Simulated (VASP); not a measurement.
Wanted: the native input for a VASP 6.6.1 run.

```
Task                   : relaxation of cell and atoms
Functional             : PBE
Potentials or basis    : VASP PAW PBE potentials, release 64 (P)
Cutoff                 : 600 eV
k mesh                 : 18 × 18 × 18
Occupations            : fermi-dirac, width 0.05 eV
Spin                   : no spin polarisation
Target pressure        : 15 GPa
Dipole correction      : no
Further INCAR settings : ALGO = Normal; EDIFF = 1e-06; IBRION = 2; EDIFFG = -0.005; NSW = 60; ISIF = 3
```

The structure of P lies in POSCAR:

```
P
1.0
   -1.4754472365      1.4754472365      1.4754472365
    1.4754472365     -1.4754472365      1.4754472365
    1.4754472365      1.4754472365     -1.4754472365
P
1
Direct
    0.0000000000      0.0000000000      0.0000000000
```

The input as run:

INCAR

```
SYSTEM = P
PREC = Accurate ; ENCUT = 600
EDIFF = 1E-6 ; ISMEAR = -1
SIGMA = 0.05 ; LREAL = .FALSE.
LASPH = .TRUE. ; NELM = 80
ALGO = Normal ; ISIF = 3
LWAVE = .FALSE. ; LCHARG = .FALSE.
GGA = PE ; IBRION = 2
NSW = 60 ; EDIFFG = -0.005
PSTRESS = 150.0
```

KPOINTS

```
Automatic mesh
0
G
  18 18 18
  0 0 0
```

Potentials or basis: VASP PAW PBE potentials, release 64 (P).

Run with:

```bash
$ cat potpaw_PBE.64/P/POTCAR > POTCAR
$ mpirun -np 1 vasp_std > vasp.out
```

It gave:

- Relaxed volume: 12.54 Å³/atom
- Relaxed cell: a = 2.535 Å, b = 2.535 Å, c = 2.535 Å, α = 109.47°, β = 109.47°, γ = 109.47°
- Space group after relaxing (to 0.05 Å): Im-3m (No. 229)
- Energy change on relaxing (the enthalpy is what falls): +25.4 meV/atom
- Ionic steps: 3
- Pressure after relaxing: 15.0 GPa

Caveat: the cell is relaxed towards a set pressure, so the enthalpy falls and the energy may rise.

Run time: 14 s on 1 thread of Intel(R) Xeon(R) Platinum 8488C (Sapphire Rapids), with other jobs on the host, peak memory 0.12 GiB.
